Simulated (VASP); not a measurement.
Here is a VASP 6.6.1 calculation.

Contents of INCAR:

```
SYSTEM = LaTl3
ALGO     = Normal         ! electronic algorithm
EDIFF    = 1E-6           ! SCF threshold, eV
EDIFFG   = -0.005         ! ionic threshold
ENCUT    = 600            ! plane-wave cutoff, eV
GGA      = CA             ! functional
IBRION   = 2              ! ionic algorithm
ISIF     = 3              ! what is computed and relaxed
ISMEAR   = 0              ! smearing method
LASPH    = .TRUE.         ! aspherical terms in the spheres
LCHARG   = .FALSE.        ! write CHGCAR
LREAL    = .FALSE.        ! projectors in reciprocal space
LWAVE    = .FALSE.        ! write WAVECAR
NELM     = 100            ! most SCF steps
NSW      = 70             ! ionic steps
PREC     = Accurate       ! precision mode
SIGMA    = 0.1            ! smearing width, eV
```

Contents of KPOINTS:

```
k-points
0
G
  10 10 10
  0 0 0
```

File POSCAR:

```
LaTl3
1.0
    4.9017661918      0.0000000000      0.0000000000
    0.0000000000      4.9017661918      0.0000000000
    0.0000000000      0.0000000000      4.9017661918
La Tl
1 3
Direct
    0.0000000000      0.0000000000      0.0000000000
    0.0000000000      0.5000000000      0.5000000000
    0.5000000000      0.0000000000      0.5000000000
    0.5000000000      0.5000000000      0.0000000000
```

Potentials or basis: VASP PAW LDA potentials, release 64 (La, Tl_d).

Run with:

```console
$ cat potpaw_LDA.64/La/POTCAR potpaw_LDA.64/Tl_d/POTCAR > POTCAR
$ mpirun -np 1 vasp_std > vasp.out
```

Task: Estimate the relaxed cell.

Result: a = 4.741 Å, b = 4.741 Å, c = 4.741 Å, α = 90.00°, β = 90.00°, γ = 90.00°.

Task: Predict the space group after relaxing (to 0.1 Å).

Result: Pm-3m (No. 221).

Task: Estimate the relaxed volume.

Result: 26.64 Å³/atom.

Step by step:
```tsv
step	energy change (eV)	largest force (eV/Å)	pressure (GPa)	volume (Å³)
1	0.0000	0.0000	-4.73	117.78
2	-0.1659	0.0000	1.88	103.57
3	-0.1830	0.0000	-0.03	106.57
```

 LDA usually gives volumes a few per cent too small.
